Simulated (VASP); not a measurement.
**Si2W: single point with PBEsol**

Si2W:

```xyz
3
Lattice="-1.6069 1.6069 3.9150 1.6069 -1.6069 3.9150 1.6069 1.6069 -3.9150" Properties=species:S:1:pos:R:3 pbc="T T T"
Si    0.0000    0.0000    2.4912
Si    0.0000    0.0000    5.3387
W     0.0000    0.0000    0.0000
```

This cell differs from its parent crystal: shortest bond scaled by 1.1.

```
Program                : VASP 6.6.1
Task                   : single point
Functional             : PBEsol
Potentials or basis    : VASP PAW PBE potentials, release 64 (Si, W_sv)
Cutoff                 : 520 eV
k mesh                 : 13 × 13 × 13
Occupations            : fermi-dirac, width 0.05 eV
Spin                   : no spin polarisation
Dipole correction      : no
Further INCAR settings : ALGO = Normal; EDIFF = 1e-07; NBANDS = 18
```

The pressure is -1.0 GPa, the largest force is 2.382 eV/Å and the band gap on the k mesh is zero (band 11 reaches 12.95 eV, above the bottom of band 12 at 11.34 eV).

Forces on the atoms (eV/Å):
```
Si   0.000  0.000  2.382
Si   0.000  0.000 -2.382
W    0.000  0.000  0.000
```

Stress tensor (GPa, compression positive):
```
-2.54  0.00  0.00
 0.00 -2.54  0.00
 0.00  0.00  2.04
```

Levels at points of the mesh, in eV from the Fermi level:
| k point | band 9 | band 10 | band 11 | band 12 | band 13 | band 14 |
| --- | --- | --- | --- | --- | --- | --- |
| (0.00, 0.00, 0.00) | -3.24 | -3.01 | 0.93 | 2.25 | 2.30 | 3.96 |

Wall time 80 s on 1 thread of Intel(R) Xeon(R) 6975P-C (Granite Rapids), on a shared host, peak memory 0.3 GiB.

Caveat: the cell differs from its parent crystal (shortest bond scaled by 1.1); the PAW data sets were made with another functional, which shifts forces and pressure a little; spin-orbit coupling is left out, which moves the levels of the heavy elements.
